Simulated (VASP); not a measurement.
Runs of VASP 6.6.1 on ZrC. The structure is that of space group Fm-3m (No. 225), or close to it. The cells are those of the table. 

```tsv
cell	smearing	gap on the mesh (eV)	pressure (GPa)
a = 3.345 Å, angles 60.0°, 2 atoms	tetrahedron	none	-2.4
a = 2.970 Å, angles 60.0°, 2 atoms	fermi-dirac 0.05 eV	none	155.8
a = 2.740 Å, angles 60.0°, 2 atoms	fermi-dirac 0.05 eV	none	(a)
a = 3.105 Å, angles 60.0°, 2 atoms	fermi-dirac 0.05 eV	none	74.2
a = 3.345 Å, angles 60.0°, 2 atoms	fermi-dirac 0.05 eV	none	-2.4
```

Alike in all rows: task electric field gradients; level r2SCAN; potentials or basis VASP PAW PBE potentials, release 64 (Zr_sv, C); no spin polarisation; k mesh 13 × 13 × 13; cutoff (eV) 520.

Q: Fill in the values left out.

A: (a) 408.5.

Caveats: the PAW data sets were made with another functional, which shifts forces and pressure a little; tetrahedron occupations give inexact forces and stress in metals (some runs).

A k mesh can miss the band edges, and the runs leave out spin-orbit coupling on Zr.

A gap of «none» marks levels without a gap at the run's occupations.
